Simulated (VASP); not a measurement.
Input of a VASP 6.6.1 run:

The input INCAR:

```
PREC     = Accurate       # precision mode
ENCUT    = 520            # plane-wave cutoff, eV
EDIFF    = 1E-6           # SCF threshold, eV
ISMEAR   = -1             # smearing method
SIGMA    = 0.03           # smearing width, eV
LREAL    = F              # projectors in reciprocal space
LASPH    = T              # aspherical terms in the spheres
NELM     = 80             # most SCF steps
ALGO     = Normal         # electronic algorithm
ISIF     = 2              # what is computed and relaxed
LWAVE    = F              # write WAVECAR
LCHARG   = F              # write CHGCAR
NBANDS   = 16             # bands
```

Contents of KPOINTS:

```
Automatic mesh
0
Gamma
  7 7 7
```

File POSCAR:

```
YSe
1.0
    0.0000000000      2.8163100626      2.8163100626
    2.8163100626      0.0000000000      2.8163100626
    2.8163100626      2.8163100626      0.0000000000
Y Se
1 1
Direct
    0.0000000000      0.0000000000      0.0000000000
    0.5000000000      0.5000000000      0.5000000000
```

Potentials or basis: VASP PAW LDA potentials, release 64 (Y_sv, Se).

Launch:

```bash
$ cat potpaw_LDA.64/Y_sv/POTCAR potpaw_LDA.64/Se/POTCAR > POTCAR
$ mpirun -np 1 vasp_std > vasp.out
```

Problem. Estimate the pressure.

Solution. 0.7 GPa.
